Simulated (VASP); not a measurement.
Pb, 2 atoms in the cell. It takes space group I4_1/amd (No. 141, tetragonal). The conventional cell has a = 4.718 Å, b = 4.718 Å, c = 6.878 Å, α = 90.00°, β = 90.00°, γ = 90.00°. Within 3.8 Å of Pb (site symmetry -4m2) lie 4 Pb at 2.92 Å.  This cell differs from its parent crystal: equal xx and yy strain of -3 %.

| Item | Value |
| --- | --- |
| Program | VASP 6.6.1 |
| Task | single point |
| Functional | LDA |
| Potentials or basis | VASP PAW LDA potentials, release 64 (Pb_d) |
| Cutoff | 520 eV |
| k mesh | 8 × 8 × 8 |
| Occupations | fermi-dirac, width 0.05 eV |
| Spin | no spin polarisation |
| Dipole correction | no |
| Further INCAR settings | ALGO = Normal; EDIFF = 1e-06; NBANDS = 21 |

Potentials or basis: VASP PAW LDA potentials, release 64 (Pb_d).

Launch:

```console
$ cat potpaw_LDA.64/Pb_d/POTCAR > POTCAR
$ mpirun -np 1 vasp_std > vasp.out
```

Hardware: 1 thread of Intel(R) Xeon(R) 6975P-C (Granite Rapids), with other jobs on the host.

Q: Estimate the wall time of this run.

A: It took 30 s on 1 thread of Intel(R) Xeon(R) 6975P-C (Granite Rapids), with other jobs on the host, peak memory 0.21 GiB. Counts: scf iterations 11, k points 59.
